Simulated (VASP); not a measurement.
Crystal: Ru.

```
CELL_PARAMETERS angstrom
2.70580 0.00000 0.00000
-1.35290 2.34329 0.00000
0.00000 0.00000 4.28190
ATOMIC_POSITIONS crystal
Ru 0.66667 0.33333 0.75000
Ru 0.33333 0.66667 0.25000
```

- Program: VASP 6.6.1
- Task: relaxation of cell and atoms
- Functional: BLYP
- Potentials or basis: VASP PAW PBE potentials, release 64 (Ru_pv)
- Cutoff: 500 eV
- k mesh: 11 × 11 × 6
- Occupations: fermi-dirac, width 0.05 eV
- Spin: no spin polarisation

At the start: pressure 19.7 GPa; volume 13.57 Å³/atom.

Where does the relaxation end?

Over 9 steps the energy falls by 50.7 meV/atom and the volume is 14.45 Å³/atom (+6.5 %); space group P6_3/mmc (No. 194, to 0.05 Å).

Step by step:
```tsv
step	energy change (eV)	largest force (eV/Å)	pressure (GPa)	volume (Å³)
1	0.0000	0.0000	19.66	27.15
2	0.4876	0.0000	-29.86	34.23
3	-0.1007	0.0000	-1.16	29.03
4	-0.1012	0.0000	-0.11	28.92
5	-0.1012	0.0000	0.22	28.88
6	-0.1014	0.0000	0.22	28.89
7	-0.1014	0.0000	0.22	28.88
8	-0.1014	0.0000	-0.41	28.95
9	-0.1014	0.0000	-0.01	28.91
```

Final structure:
```
CELL_PARAMETERS angstrom
2.76580 0.00000 0.00000
-1.38290 2.39525 0.00000
0.00000 0.00000 4.36368
ATOMIC_POSITIONS crystal
Ru 0.66667 0.33333 0.75000
Ru 0.33333 0.66667 0.25000
```

Caveat: the PAW data sets were made with another functional, which shifts forces and pressure a little.
